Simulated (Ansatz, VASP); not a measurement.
# Two plane-wave programs on GaSb3

The input INCAR:

```
PREC = Accurate
ENCUT = 520
EDIFF = 1E-6
ISMEAR = 0
SIGMA = 0.15
LREAL = F
LASPH = T
NELM = 80
ALGO = Normal
ISIF = 2
LWAVE = F
LCHARG = F
GGA = PE
IVDW = 12
NBANDS = 22
```

Contents of KPOINTS:

```
regular mesh
0
Gamma
  12 12 12
```

The input POSCAR:

```
GaSb3
1.0
    0.0000000000      3.8667635065      3.6478901005
    3.4290166945      0.0000000000      3.6478901005
    3.4290166945      3.8667635065      0.0000000000
Ga Sb
1 3
Direct
    0.0000000000      0.0000000000      0.0000000000
    0.2500000000      0.2500000000      0.2500000000
    0.7500000000      0.7500000000      0.7500000000
    0.5000000000      0.5000000000      0.5000000000
```

Input for Ansatz:

```yaml
crystal:
  lattice:
    - [0.0, 3.8667635065, 3.6478901005]
    - [3.4290166945, 0.0, 3.6478901005]
    - [3.4290166945, 3.8667635065, 0.0]
  atoms:
    - { symbol: Ga, position: [0.0, 0.0, 0.0] }
    - { symbol: Sb, position: [0.25, 0.25, 0.25] }
    - { symbol: Sb, position: [0.75, 0.75, 0.75] }
    - { symbol: Sb, position: [0.5, 0.5, 0.5] }
basis:
  ecutwfc: 420
kpoints:
  mp_grid: { grid: [12, 12, 12] }
hamiltonian:
  xc: pbe
  dispersion: d3bj
scf:
  occupations: { method: gaussian, width: 0.15 }
output:
  forces: true
  stress: true
  eigenvalues: true
```

Change from the starting cell: strain -0.0600 x Voigt [1, -1, 0, 0, 0, 0], atoms carried along.

Alike in both runs: task single point; functional PBE; dispersion D3(BJ); k mesh 12 × 12 × 12; occupations gaussian, width 0.15 eV; no spin polarisation.

|  | VASP | Ansatz |
| --- | --- | --- |
| version | VASP 6.6.1 | Ansatz 0.2.0 |
| potentials or method | VASP PAW PBE potentials, release 64 (Ga_d, Sb), cutoff 520 eV | scalar-relativistic, plane waves, PAW |
| valence electrons in the cell | 28 | 58 |

|  | VASP | Ansatz | Ansatz less VASP |
| --- | --- | --- | --- |
| gap on the k mesh at the Fermi level (eV) | none | none | - |
| pressure (GPa) | 0.8 | 0.9 | +0.09 |
| traceless stress, the component that is largest in VASP (GPa) | -1.06 | -1.06 | +0.001 |

A gap of «none» marks a metal or a gap that the smearing closes. VASP's potentials hold 28 valence electrons a cell and Ansatz's 58, so a difference there can come from the potentials and not from the codes.

Spin-orbit coupling is off throughout.
